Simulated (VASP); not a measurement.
# NiO2 (P-3m1) in VASP: notebook

NiO2 is run at these levels: LDA; tasks: single point.

All numbers are computed with VASP 6.6.1; they aren't measurements. Logs are shortened: lines on timing, memory, paths and dates and some standing lists are left out, and cuts for length are marked.

## (1) The cell of the first run

It takes space group P-3m1 (No. 164, trigonal). Conventional cell: a = 2.763 Å, b = 2.763 Å, c = 4.206 Å, α = 90.00°, β = 90.00°, γ = 120.00°. Within 2.5 Å of Ni (site symmetry -3m) lie 6 O at 1.87 Å. Within 2.5 Å of O (site symmetry 3m) lie 3 Ni at 1.87 Å.

## (2) Single point, LDA (c/a of the conventional cell at fixed volume 1.5224)

Contents of INCAR:

```
SYSTEM = NiO2
PREC = Accurate ; ENCUT = 520
EDIFF = 1E-6 ; ISMEAR = 0
SIGMA = 0.05 ; LREAL = .FALSE.
LASPH = .TRUE. ; NELM = 60
ALGO = Normal ; ISIF = 2
LWAVE = .FALSE. ; LCHARG = .TRUE.
LELF = .TRUE. ; LVHAR = .TRUE.
NBANDS = 18
```

Contents of KPOINTS:

```
regular mesh
0
G
  12 12 6
  0 0 0
```

Contents of POSCAR:

```
NiO2
1.0
    2.7627792314      0.0000000000      0.0000000000
   -1.3813896157      2.3926369995      0.0000000000
    0.0000000000      0.0000000000      4.2061363981
Ni O
1 2
Direct
    0.0000000000      0.0000000000      0.5000000000
    0.6666666667      0.3333333333      0.7305104846
    0.3333333333      0.6666666667      0.2694895154
```

Potentials or basis: VASP PAW LDA potentials, release 64 (Ni, O).

Launch:

```sh
$ cat potpaw_LDA.64/Ni/POTCAR potpaw_LDA.64/O/POTCAR > POTCAR
$ mpirun -np 1 vasp_std > vasp.out
```

OUTCAR:

```text
SYSTEM = NiO2
   PREC = Accurate
   ENCUT = 520
   EDIFF = 1E-6
   ISMEAR = 0
   LREAL = .FALSE.
   LASPH = .TRUE.
   NELM = 60
   ISIF = 2

 ion  position               nearest neighbor table
   1  0.000  0.000  0.500-   2 1.87   3 1.87   2 1.87   3 1.87   2 1.87   3 1.87
   2  0.667  0.333  0.731-   1 1.87   1 1.87   1 1.87
   3  0.333  0.667  0.269-   1 1.87   1 1.87   1 1.87

  LATTYP: Found a hexagonal cell.
 ALAT       =     2.7627792314
 C/A-ratio  =     1.5224294255

  Lattice vectors:

 A1 = (   2.7627792314,   0.0000000000,   0.0000000000)
 A2 = (  -1.3813896157,   2.3926369995,   0.0000000000)
 A3 = (   0.0000000000,   0.0000000000,   4.2061363981)

Analysis of symmetry for initial positions (statically):
=====================================================================
 Subroutine PRICEL returns:
 Original cell was already a primitive cell.

 Routine SETGRP: Setting up the symmetry group for a
 hexagonal supercell.

 Subroutine GETGRP returns: Found 12 space group operations
 (whereof 12 operations were pure point group operations)
 out of a pool of 24 trial point group operations.

The static configuration has the point symmetry D_3d.

Analysis of symmetry for dynamics (positions and initial velocities):
=====================================================================
 Subroutine PRICEL returns:
 Original cell was already a primitive cell.

 Routine SETGRP: Setting up the symmetry group for a
 hexagonal supercell.

 Subroutine GETGRP returns: Found 12 space group operations
 (whereof 12 operations were pure point group operations)
 out of a pool of 24 trial point group operations.

The dynamic configuration has the point symmetry D_3d.

 Subroutine INISYM returns: Found 12 space group operations
 (whereof 12 operations are pure point group operations),
 and found     1 'primitive' translations

----------------------------------------------------------------------------------------

                                     Primitive cell

  volume of cell :      27.8039

  direct lattice vectors                    reciprocal lattice vectors
     2.762779231  0.000000000  0.000000000     0.361954364  0.208974450  0.000000000
    -1.381389616  2.392637000  0.000000000     0.000000000  0.417948899  0.000000000
     0.000000000  0.000000000  4.206136398     0.000000000  0.000000000  0.237747877

  length of vectors
     2.762779231  2.762779231  4.206136398     0.417948899  0.417948899  0.237747877

  position of ions in fractional coordinates (direct lattice)
     0.000000000  0.000000000  0.500000000
     0.666666667  0.333333333  0.730510485
     0.333333333  0.666666667  0.269489515

  ion indices of the primitive-cell ions
   primitive index   ion index
                 1           1
                 2           2
                 3           3

----------------------------------------------------------------------------------------

 KPOINTS: regular mesh

Automatic generation of k-mesh.
 Grid dimensions read from file:
 generate k-points for:   12   12    6

 Generating k-lattice:

  Cartesian coordinates                     Fractional coordinates (reciprocal lattice)
     0.030162864  0.017414537  0.000000000     0.083333333  0.000000000  0.000000000
     0.000000000  0.034829075  0.000000000     0.000000000  0.083333333  0.000000000
     0.000000000  0.000000000  0.039624646     0.000000000  0.000000000  0.166666667

  Length of vectors
     0.034829075  0.034829075  0.039624646

  Shift w.r.t. Gamma in fractional coordinates (k-lattice)
     0.000000000  0.000000000  0.000000000

 Subroutine IBZKPT returns following result:
 ===========================================

 Found    100 irreducible k-points:

 Following reciprocal coordinates:
            Coordinates               Weight
  0.000000  0.000000  0.000000      1.000000
  0.083333  0.000000  0.000000      6.000000
  0.166667  0.000000  0.000000      6.000000
  0.250000  0.000000  0.000000      6.000000
  0.333333  0.000000  0.000000      6.000000
  0.416667  0.000000  0.000000      6.000000
[... 16 lines left out ...]
  0.166667  0.000000  0.166667      6.000000
  0.000000  0.166667  0.166667      6.000000
 [... further k-points ...]
   k-points           NKPTS =    100   k-points in BZ     NKDIM =    100   number of bands    NBANDS=     18
   number of dos      NEDOS =    301   number of ions     NIONS =      3
   total plane-waves  NPLWV =  18432
   dimension x,y,z NGX =    24 NGY =   24 NGZ =   32
   dimension x,y,z NGXF=    48 NGYF=   48 NGZF=   64
   ions per type =               1   2
   NGX,Y,Z   is equivalent  to a cutoff of  14.44, 14.44, 12.65 a.u.
   NGXF,Y,Z  is equivalent  to a cutoff of  28.88, 28.88, 25.30 a.u.
 SYSTEM =  NiO2
   PREC   = accura    normal or accurate (medium, high low for compatibility)
   ISTART =      0    job   : 0-new  1-cont  2-samecut
   ICHARG =      2    charge: 1-file 2-atom 10-const
   ISPIN  =      1    spin polarized calculation?
   LNONCOLLINEAR =      F non collinear calculations
   LSORBIT =      F    spin-orbit coupling
   LASPH  =      T    aspherical Exc in radial PAW
   ENCUT  =  520.0 eV  38.22 Ry    6.18 a.u.   5.14  5.14  7.82*2*pi/ulx,y,z
   NELM   =     60;   NELMIN=  2; NELMDL= -5     # of ELM steps
   EDIFF  = 0.1E-05   stopping-criterion for ELM
   LREAL  =      F    real-space projection
   EDIFFG = 0.1E-04   stopping-criterion for IOM
   NSW    =      0    number of steps for IOM
   IBRION =     -1    ionic relax: 0-MD 1-quasi-New 2-CG
   NFREE  =      0    steps in history (QN), initial steepest desc. (CG)
   ISIF   =      2    stress and relaxation
   ISYM   =      2    0-nonsym 1-usesym 2-fastsym
   POTIM  = 0.5000    time-step for ionic-motion
   TEBEG  =    0.0;   TEEND  =   0.0 temperature during run
   PSTRESS=    0.0 pullay stress
   NELECT =      22.0000    total number of electrons
   NUPDOWN=      -1.0000    fix difference up-down
   EMIN   =  10.00;   EMAX   =-10.00  energy-range for DOS
   EFERMI =   0.00;   METHOD = LEGACY
   ISMEAR =     0;   SIGMA  =   0.05  broadening in eV -4-tet -1-fermi 0-gaus
   EFERMI_NEDOS =   21; number of points for ismear=-14 and -15
   IALGO  =     38    algorithm
   IMIX   =      4    mixing-type and parameters
     AMIX     =   0.40;   BMIX     =  1.00
     AMIX_MAG =   1.60;   BMIX_MAG =  1.00
  volume/ion in A,a.u.               =       9.27        62.54
  Fermi-wavevector in a.u.,A,eV,Ry     =   1.514190  2.861404 31.195034  2.292770
  Thomas-Fermi vector in A             =   2.623880
   LORBIT       =      0    0 simple, 1 ext, 2 COOP (PROOUT), +10 PAW based schemes
   GGA     = CA    functional components
   LHFCALC =     F    Hartree Fock is set to
   AEXX    =    0.0000 exact exchange contribution
   IVDW    =     0    specifies the selected vdW correction
   LEPSILON=     F    determine dielectric tensor
   LRPA    =     F    only Hartree local field effects (RPA)
 non-spin polarized calculation
 Gauss-broadening in eV      SIGMA  =   0.05
  energy-cutoff  :      520.00
  volume of cell :       27.80
 maximum number of plane-waves:       760
 NGX is ok and might be reduce to    24
   NGX = 11   NGY = 11   NGZ = 15

 number of electron      21.9999988 magnetization

 Free energy of the ion-electron system (eV)
  ---------------------------------------------------
  ext. energy  EPLUGINS =         0.00000000
  ---------------------------------------------------
  free energy    TOTEN  =       -20.12168199 eV

  energy without entropy =      -20.12168199  energy(sigma->0) =      -20.12168199

 E-fermi :   4.2570     XC(G=0): -12.2750

 val. band max:        3.9469303433   @ k =   0.0833   0.0833   0.5000
 cond. band min:       4.5973910405   @ k =   0.2500   0.0000   0.3333
 fundamental gap:      0.6504606971
 Fermi energy:         4.2570378687

 k-point     1 :       0.0000    0.0000    0.0000
  band No.  band energies     occupation
      1     -15.8128      2.00000
      2     -13.0556      2.00000
      3      -2.5451      2.00000
      4      -1.7509      2.00000
      5      -1.7509      2.00000
      6       1.6214      2.00000
[... 10 lines left out ...]
     17      23.7572      0.00000
     18      23.7572      0.00000

 k-point     2 :       0.0833    0.0000    0.0000
  band No.  band energies     occupation
      1     -15.7137      2.00000
      2     -13.0639      2.00000
      3      -2.4265      2.00000
      4      -1.7698      2.00000
      5      -1.6949      2.00000
      6       1.3430      2.00000
[... 10 lines left out ...]
     17      22.8218      0.00000
     18      23.9708      0.00000

 k-point     3 :       0.1667    0.0000    0.0000
  band No.  band energies     occupation
      1     -15.4298      2.00000
      2     -13.0904      2.00000
      3      -2.0941      2.00000
      4      -1.7870      2.00000
      5      -1.5418      2.00000
      6       0.5250      2.00000
[... 10 lines left out ...]
     17      21.1932      0.00000
     18      24.4862      0.00000

 k-point     4 :       0.2500    0.0000    0.0000
  band No.  band energies     occupation
      1     -15.0028      2.00000
      2     -13.1418      2.00000
      3      -1.8713      2.00000
      4      -1.4912      2.00000
      5      -1.3417      2.00000
      6      -0.5012      2.00000
[... 375 lines left out ...]
      4      -1.7355      2.00000
      5      -1.6770      2.00000
      6       1.3418      2.00000
[... 10 lines left out ...]
     17      22.9262      0.00000
     18      23.9040      0.00000

 k-point    23 :       0.1667    0.0000    0.1667
  band No.  band energies     occupation
      1     -15.3646      2.00000
      2     -13.1935      2.00000
      3      -2.1913      2.00000
      4      -1.5583      2.00000
      5      -1.4940      2.00000
      6       0.4632      2.00000
[... 10 lines left out ...]
     17      21.2735      0.00000
     18      24.5862      0.00000

 k-point    24 :       0.0000    0.1667    0.1667
  band No.  band energies     occupation
      1     -15.3597      2.00000
      2     -13.2034      2.00000
      3      -2.0904      2.00000
      4      -1.6013      2.00000
      5      -1.5148      2.00000
      6       0.5486      2.00000
[... 10 lines left out ...]
     17      21.3745      0.00000
     18      24.3334      0.00000

 [... further k-points ...]
[... 5 lines left out ...]
  --------------------------------------------------------------------------------------
  -------------------------------------------------------------------------------------
  Total       -0.9122229     -0.9122229     -1.6426801      0.0000000      0.0000000      0.0000000
  in kB      -52.5660355    -52.5660355    -94.6579821      0.0000000      0.0000000      0.0000000
  external PRESSURE =     -66.5966844 kB  Pullay stress =       0.0000000 kB

 VOLUME and BASIS-vectors are now :
 -----------------------------------------------------------------------------
  energy-cutoff  :      520.00
  volume of cell :       27.80
      direct lattice vectors                 reciprocal lattice vectors
     2.762779231  0.000000000  0.000000000     0.361954364  0.208974450  0.000000000
    -1.381389616  2.392637000  0.000000000     0.000000000  0.417948899  0.000000000
     0.000000000  0.000000000  4.206136398     0.000000000  0.000000000  0.237747877

 POSITION                                       TOTAL-FORCE (eV/Angst)
 -----------------------------------------------------------------------------------
      0.00000      0.00000      2.10307         0.000000      0.000000      0.000000
      1.38139      0.79755      3.07263         0.000000     -0.000000     -0.867447
     -0.00000      1.59509      1.13351        -0.000000      0.000000      0.867447
 -----------------------------------------------------------------------------------
    total drift:                                0.000000     -0.000000      0.000000

  FREE ENERGIE OF THE ION-ELECTRON SYSTEM (eV)
  ---------------------------------------------------
  free  energy   TOTEN  =       -20.1216819906 eV

  energy  without entropy=      -20.1216819906  energy(sigma->0) =      -20.12168199
```

Run time: 16 s. Hardware: 1 thread of Intel Xeon 6975P-C (Granite Rapids), shared host; peak memory 0.16 GiB.

What came out:

```
Free energy            : -20.1217 eV
Pressure               : -6.7 GPa
Largest force          : 0.867 eV/Å
Band gap on the k mesh : 0.65 eV, indirect (least direct gap 0.82 eV)
```

Forces in eV/Å, atoms in the order of the input:
```
Ni   0.000  0.000  0.000
O    0.000  0.000 -0.867
O    0.000  0.000  0.867
```

Stress tensor (GPa, compression positive):
```
-5.26  0.00  0.00
 0.00 -5.26  0.00
 0.00  0.00 -9.47
```

 A k mesh can miss the band edges.

## (3) Single point, LDA (c/a of the conventional cell at fixed volume 1.6544)

Contents of INCAR:

```
  ALGO = Normal
  EDIFF = 1E-6
  ENCUT = 520
  ISIF = 2
  ISMEAR = 0
  LASPH = True
  LCHARG = True
  LELF = True
  LREAL = False
  LVHAR = True
  LWAVE = False
  NBANDS = 18
  NELM = 60
  PREC = Accurate
  SIGMA = 0.05
```

Contents of KPOINTS:

```
k-points
0
Gamma
  12 12 6
```

Contents of POSCAR:

```
NiO2
1.0
    2.6872726493      0.0000000000      0.0000000000
   -1.3436363247      2.3272463812      0.0000000000
    0.0000000000      0.0000000000      4.4458238710
Ni O
1 2
Direct
    0.0000000000      0.0000000000      0.5000000000
    0.6666666667      0.3333333333      0.6829609091
    0.3333333333      0.6666666667      0.3170390909
```

Potentials or basis: VASP PAW LDA potentials, release 64 (Ni, O).

Launch:

```sh
$ cat potpaw_LDA.64/Ni/POTCAR potpaw_LDA.64/O/POTCAR > POTCAR
$ mpirun -np 1 vasp_std > vasp.out
```

Wall time 17 s (1 thread of Intel Xeon 6975P-C (Granite Rapids), shared host); peak memory 0.16 GiB.

It converged, with:

```yaml
Free_energy: -19.5646 eV
Pressure: 41.7 GPa
Largest_force: 3.671 eV/Å
Band_gap_on_the_k_mesh: 1.00 eV, indirect (least direct gap 1.57 eV)
```

Forces on the atoms (eV/Å):
```
Ni   0.000  0.000  0.000
O    0.000  0.000  3.671
O    0.000  0.000 -3.671
```

Stress tensor (GPa, compression positive):
```
46.02  0.00  0.00
 0.00 46.02  0.00
 0.00  0.00 32.97
```

Levels at points of the mesh, in eV from the valence-band top:
```csv
k point,band 8,band 9,band 10,band 11,band 12,band 13,band 14,band 15
"(0.00, 0.00, 0.00)",-1.74,-1.74,-1.55,-0.38,2.62,2.62,8.08,11.58
"(0.50, 0.00, 0.00)",-2.60,-2.60,-2.37,-1.32,1.64,2.55,12.94,12.95
"(0.00, 0.00, 0.50)",-2.83,-1.77,-1.77,-0.01,2.65,2.65,9.73,11.59
"(0.50, 0.00, 0.50)",-2.60,-2.38,-2.01,-1.45,1.65,2.48,11.54,13.33
```

Caveat: forces of over 1 eV/Å act on the atoms, so gaps and moduli don't describe the material at rest. A k mesh can miss the band edges.

## (4) Single point, LDA (c/a of the conventional cell at fixed volume 1.6544)

Contents of INCAR:

```
  PREC = Accurate
  ENCUT = 520
  EDIFF = 1E-6
  ISMEAR = 0
  SIGMA = 0.05
  LREAL = False
  LASPH = True
  NELM = 60
  ALGO = Normal
  ISIF = 2
  LWAVE = False
  LCHARG = True
  GGA = CA
  LELF = True
  LVHAR = True
  NBANDS = 18
```

Contents of KPOINTS:

```
Automatic mesh
0
Gamma
  12 12 6
```

Contents of POSCAR:

```
NiO2
1.0
    2.6872726493      0.0000000000      0.0000000000
   -1.3436363247      2.3272463812      0.0000000000
    0.0000000000      0.0000000000      4.4458238710
Ni O
1 2
Direct
    0.0000000000      0.0000000000      0.5000000000
    0.6666666667      0.3333333333      0.7542852723
    0.3333333333      0.6666666667      0.2457147277
```

Launch:

```sh
$ cat potpaw_LDA.64/Ni/POTCAR potpaw_LDA.64/O/POTCAR > POTCAR
$ mpirun -np 1 vasp_std > vasp.out
```

Run time: 20 s. Hardware: 1 thread of Intel Xeon 6975P-C (Granite Rapids), shared host; peak memory 0.16 GiB.

It converged, with:

```yaml
Free_energy: -19.5650 eV
Pressure: -16.6 GPa
Largest_force: 2.878 eV/Å
Band_gap_on_the_k_mesh: 0.51 eV, indirect (least direct gap 0.53 eV)
```

Forces in eV/Å, atoms in the order of the input:
```
Ni   0.000  0.000  0.000
O    0.000  0.000 -2.878
O    0.000  0.000  2.878
```

Stress tensor (GPa, compression positive):
```
 -6.38   0.00   0.00
  0.00  -6.38   0.00
  0.00   0.00 -37.04
```

Levels at points of the mesh, in eV from the valence-band top:
| k point | band 7 | band 8 | band 9 | band 10 | band 11 | band 12 | band 13 | band 14 | band 15 | band 16 |
| --- | --- | --- | --- | --- | --- | --- | --- | --- | --- | --- |
| (0.00, 0.00, 0.00) | -2.06 | -1.17 | -0.58 | -0.58 | -0.46 | 1.70 | 1.70 | 7.47 | 11.45 | 16.20 |
| (0.50, 0.00, 0.00) | -2.96 | -2.09 | -1.93 | -1.38 | -0.70 | 1.47 | 1.80 | 11.30 | 12.97 | 14.82 |
| (0.00, 0.00, 0.50) | -2.07 | -2.07 | -0.74 | -0.74 | -0.47 | 1.85 | 1.85 | 9.04 | 10.97 | 16.98 |
| (0.50, 0.00, 0.50) | -2.12 | -1.75 | -1.58 | -1.38 | -0.79 | 1.51 | 1.58 | 10.70 | 12.35 | 15.73 |

Caveat: forces of over 1 eV/Å act on the atoms, so gaps and moduli don't describe the material at rest. Spin polarisation is off, so any magnetic state and its effect on volume and gap are missing.
